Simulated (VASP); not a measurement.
# C (P6_3/mmc) in VASP: further runs, part 2 of 2

VASP 6.6.1. The steps go on from the part before.

**4. Single point, r2SCAN**

POSCAR reads:

```
C
1.0
    2.4559134450      0.0000000000      0.0000000000
   -1.2279567225      2.1268834329      0.0000000000
    0.0000000000      0.0000000000      7.0106290262
C
4
Direct
    1.0000000000      1.0000000000      0.2500000000
    0.0000000000      0.0000000000      0.7500000000
    0.3333333333      0.6666666667      0.2500000000
    0.6666666667      0.3333333333      0.7500000000
```

INCAR.step1 reads:

```
SYSTEM = C
  ALGO = Normal
  EDIFF = 1E-4
  ENCUT = 520
  GGA = PE
  ISMEAR = -1
  LASPH = .True.
  LCHARG = .False.
  LREAL = .False.
  LWAVE = .True.
  NBANDS = 16
  NELM = 60
  PREC = Accurate
  SIGMA = 0.03
```

INCAR.step2 reads:

```
SYSTEM = C
  ALGO = Normal
  EDIFF = 1E-6
  ENCUT = 520
  ISIF = 2
  ISMEAR = -1
  ISTART = 1
  LASPH = .True.
  LCHARG = .False.
  LMIXTAU = .True.
  LREAL = .False.
  LWAVE = .False.
  METAGGA = R2SCAN
  NBANDS = 16
  NELM = 60
  PREC = Accurate
  SIGMA = 0.03
```

KPOINTS reads:

```
k-points
0
Gamma
  15 15 5
  0 0 0
```

Potentials or basis: VASP PAW PBE potentials, release 64 (C).

Launch:

```bash
$ cat potpaw_PBE.64/C/POTCAR > POTCAR
$ cp INCAR.step1 INCAR
$ mpirun -np 1 vasp_std > vasp.out
$ cp INCAR.step2 INCAR
$ mpirun -np 1 vasp_std > vasp.out
```

OUTCAR:

```text
SYSTEM = C
   EDIFF = 1E-6
   ENCUT = 520
   ISIF = 2
   ISMEAR = -1
   ISTART = 1
   LASPH = .True.
   LREAL = .False.
   METAGGA = R2SCAN
   NELM = 60
   PREC = Accurate

 ion  position               nearest neighbor table
   1  0.000  0.000  0.250-   3 1.42   3 1.42   3 1.42
   2  0.000  0.000  0.750-   4 1.42   4 1.42   4 1.42
   3  0.333  0.667  0.250-   1 1.42   1 1.42   1 1.42
   4  0.667  0.333  0.750-   2 1.42   2 1.42   2 1.42

  LATTYP: Found a hexagonal cell.
[... 656 lines left out ...]
  Direction    XX          YY          ZZ          XY          YZ          ZX
  --------------------------------------------------------------------------------------
  -------------------------------------------------------------------------------------
  Total        0.2319896      0.2319896     -0.0031748     -0.0000000     -0.0000000      0.0000000
  in kB       10.1499863     10.1499863     -0.1389050     -0.0000000     -0.0000000      0.0000000
  external PRESSURE =       6.7203559 kB  Pullay stress =       0.0000000 kB

 VOLUME and BASIS-vectors are now :
 -----------------------------------------------------------------------------
  energy-cutoff  :      520.00
  volume of cell :       36.62
      direct lattice vectors                 reciprocal lattice vectors
     2.455913445  0.000000000  0.000000000     0.407180474  0.235085756  0.000000000
    -1.227956723  2.126883433  0.000000000     0.000000000  0.470171512  0.000000000
     0.000000000  0.000000000  7.010629026     0.000000000  0.000000000  0.142640553

 POSITION                                       TOTAL-FORCE (eV/Angst)
 -----------------------------------------------------------------------------------
      0.00000      0.00000      1.75266        -0.000000      0.000000      0.000000
      0.00000      0.00000      5.25797         0.000000     -0.000000      0.000000
     -0.00000      1.41792      1.75266        -0.000000     -0.000000     -0.000000
      1.22796      0.70896      5.25797         0.000000      0.000000      0.000000
 -----------------------------------------------------------------------------------
    total drift:                                0.000000     -0.000000      0.000000

  FREE ENERGIE OF THE ION-ELECTRON SYSTEM (eV)
  ---------------------------------------------------
  free  energy   TOTEN  =       -39.7493739520 eV

  energy  without entropy=      -39.7486317666  energy(sigma->0) =      -39.74900286
```

OUTCAR.step1:

```text
SYSTEM = C
   EDIFF = 1E-4
   ENCUT = 520
   GGA = PE
   ISMEAR = -1
   LASPH = .True.
[... 686 lines left out ...]
      0.00000      0.00000      5.25797        -0.000000      0.000000     -0.000000
     -0.00000      1.41792      1.75266        -0.000000      0.000000      0.000000
      1.22796      0.70896      5.25797         0.000000      0.000000     -0.000000
 -----------------------------------------------------------------------------------
    total drift:                                0.000000     -0.000000      0.000000

  FREE ENERGIE OF THE ION-ELECTRON SYSTEM (eV)
  ---------------------------------------------------
  free  energy   TOTEN  =       -36.8633656357 eV

  energy  without entropy=      -36.8626195081  energy(sigma->0) =      -36.86299257
```

It took 62 s on 1 thread of Intel Xeon 6975P-C (Granite Rapids), shared host; peak memory 0.16 GiB.

What came out:

- Free energy: -39.7494 eV
- Pressure: 0.7 GPa
- Band gap on the k mesh: zero (band 8 reaches 4.31 eV, above the bottom of band 9 at 4.30 eV)

Caveat: the PAW data sets were made with another functional, which shifts forces and pressure a little.

**5. Single point, r2SCAN**

POSCAR is that of step 4.

INCAR.step1 reads:

```
SYSTEM = C
  PREC = Accurate
  ENCUT = 520
  ISMEAR = -1
  SIGMA = 0.1
  LREAL = .FALSE.
  LASPH = .TRUE.
  NELM = 80
  NBANDS = 16
  GGA = PE
  ALGO = Normal
  EDIFF = 1E-4
  LWAVE = .TRUE.
  LCHARG = .FALSE.
```

INCAR.step2 reads:

```
SYSTEM = C
  PREC = Accurate
  ENCUT = 520
  EDIFF = 1E-6
  ISMEAR = -1
  SIGMA = 0.1
  LREAL = .FALSE.
  LASPH = .TRUE.
  NELM = 80
  ALGO = Normal
  ISIF = 2
  LWAVE = .FALSE.
  LCHARG = .FALSE.
  METAGGA = R2SCAN
  LMIXTAU = .TRUE.
  NBANDS = 16
  ISTART = 1
```

KPOINTS reads:

```
Automatic mesh
0
G
  15 15 5
  0 0 0
```

Potentials or basis: VASP PAW PBE potentials, release 64 (C).

Launch:

```bash
$ cat potpaw_PBE.64/C/POTCAR > POTCAR
$ cp INCAR.step1 INCAR
$ mpirun -np 1 vasp_std > vasp.out
$ cp INCAR.step2 INCAR
$ mpirun -np 1 vasp_std > vasp.out
```

OUTCAR:

```text
SYSTEM = C
   PREC = Accurate
   ENCUT = 520
   EDIFF = 1E-6
   ISMEAR = -1
   LREAL = .FALSE.
   LASPH = .TRUE.
   NELM = 80
   ISIF = 2
   METAGGA = R2SCAN
   ISTART = 1

 ion  position               nearest neighbor table
   1  0.000  0.000  0.250-   3 1.42   3 1.42   3 1.42
   2  0.000  0.000  0.750-   4 1.42   4 1.42   4 1.42
   3  0.333  0.667  0.250-   1 1.42   1 1.42   1 1.42
   4  0.667  0.333  0.750-   2 1.42   2 1.42   2 1.42

  LATTYP: Found a hexagonal cell.
 ALAT       =     2.4559134450
[... 655 lines left out ...]
  Direction    XX          YY          ZZ          XY          YZ          ZX
  --------------------------------------------------------------------------------------
  -------------------------------------------------------------------------------------
  Total        0.2316563      0.2316563     -0.0002601      0.0000000      0.0000000      0.0000000
  in kB       10.1354000     10.1354000     -0.0113820      0.0000000      0.0000000      0.0000000
  external PRESSURE =       6.7531393 kB  Pullay stress =       0.0000000 kB

 VOLUME and BASIS-vectors are now :
 -----------------------------------------------------------------------------
  energy-cutoff  :      520.00
  volume of cell :       36.62
      direct lattice vectors                 reciprocal lattice vectors
     2.455913445  0.000000000  0.000000000     0.407180474  0.235085756  0.000000000
    -1.227956723  2.126883433  0.000000000     0.000000000  0.470171512  0.000000000
     0.000000000  0.000000000  7.010629026     0.000000000  0.000000000  0.142640553

 POSITION                                       TOTAL-FORCE (eV/Angst)
 -----------------------------------------------------------------------------------
      0.00000      0.00000      1.75266        -0.000000      0.000000     -0.000000
      0.00000      0.00000      5.25797         0.000000     -0.000000     -0.000000
     -0.00000      1.41792      1.75266        -0.000000      0.000000      0.000000
      1.22796      0.70896      5.25797         0.000000     -0.000000      0.000000
 -----------------------------------------------------------------------------------
    total drift:                                0.000000     -0.000000      0.000000

  FREE ENERGIE OF THE ION-ELECTRON SYSTEM (eV)
  ---------------------------------------------------
  free  energy   TOTEN  =       -39.7513585835 eV

  energy  without entropy=      -39.7481419593  energy(sigma->0) =      -39.74975027
```

OUTCAR.step1:

```text
SYSTEM = C
   PREC = Accurate
   ENCUT = 520
   ISMEAR = -1
   LREAL = .FALSE.
   LASPH = .TRUE.
[... 686 lines left out ...]
      0.00000      0.00000      5.25797        -0.000000      0.000000      0.000000
     -0.00000      1.41792      1.75266         0.000000     -0.000000      0.000000
      1.22796      0.70896      5.25797        -0.000000      0.000000     -0.000000
 -----------------------------------------------------------------------------------
    total drift:                                0.000000     -0.000000      0.000000

  FREE ENERGIE OF THE ION-ELECTRON SYSTEM (eV)
  ---------------------------------------------------
  free  energy   TOTEN  =       -36.8653804360 eV

  energy  without entropy=      -36.8620914158  energy(sigma->0) =      -36.86373593
```

Wall time 67 s (1 thread of Intel Xeon 6975P-C (Granite Rapids), shared host); peak memory 0.16 GiB.

Results:

* Free energy: -39.7514 eV
* Pressure: 0.7 GPa
* Band gap on the k mesh: zero (band 8 reaches 4.31 eV, above the bottom of band 9 at 4.30 eV)

Levels at points of the mesh, in eV from the Fermi level:
| k point | band 5 | band 6 | band 7 | band 8 | band 9 | band 10 | band 11 | band 12 |
| --- | --- | --- | --- | --- | --- | --- | --- | --- |
| (0.00, 0.00, 0.00) | -3.21 | -3.21 | -3.20 | -3.20 | 4.06 | 8.72 | 8.72 | 8.76 |

Caveat: the PAW data sets were made with another functional, which shifts forces and pressure a little.

**6. Summary**

```csv
smearing,gap on the mesh (eV),pressure (GPa)
fermi-dirac 0.05 eV,none,0.7
fermi-dirac 0.01 eV,none,0.7
fermi-dirac 0.03 eV,none,0.7
fermi-dirac 0.1 eV,none,0.7
```

Alike in all rows: task single point; level r2SCAN; potentials or basis VASP PAW PBE potentials, release 64 (C); no spin polarisation; cell as given; k mesh 15 × 15 × 5; cutoff (eV) 520.

Every run on the cell as given and a fine mesh finds a metal.

Caveats: the PAW data sets were made with another functional, which shifts forces and pressure a little.

Total energies depend on the potentials used, so only differences within one code and one set of settings carry meaning.
